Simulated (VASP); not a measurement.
The system is Co.

```
CELL_PARAMETERS angstrom
2.35932 0.00000 0.00000
-1.17966 2.04323 0.00000
0.00000 0.00000 3.80573
ATOMIC_POSITIONS crystal
Co 0.66667 0.33333 0.25000
Co 0.33333 0.66667 0.75000
```

Base run:

```yaml
Program: VASP 6.6.1
Functional: LDA
Potentials_or_basis: VASP PAW LDA potentials, release 64 (Co)
Cutoff: 520 eV
k_mesh: 24 × 24 × 12
Occupations: gaussian, width 0.15 eV
Spin: collinear spin, ferromagnetic start
Starting_moments: "[1.1, 1.1] μB"
Fixed_moment: 2.2 μB
```

Its results: pressure 22.4 GPa; site moments Co +1.09 μB.

**Question.** After a change of settings the same cell gave: pressure 52.8 GPa; site moments Co +2.15 μB. Which change was it?
A. fixed moment from 2.2 μB to 4.4 μB; moments at the start from [1.1, 1.1] to [2.2, 2.2]
B. fixed moment from 2.2 μB to 1.1 μB; moments at the start from [1.1, 1.1] to [0.55, 0.55]
C. fixed moment from 2.2 μB to 2.75 μB; moments at the start from [1.1, 1.1] to [1.38, 1.38]

**Answer.** A.

Caveats: the total moment is fixed, so each spin has its own Fermi level.
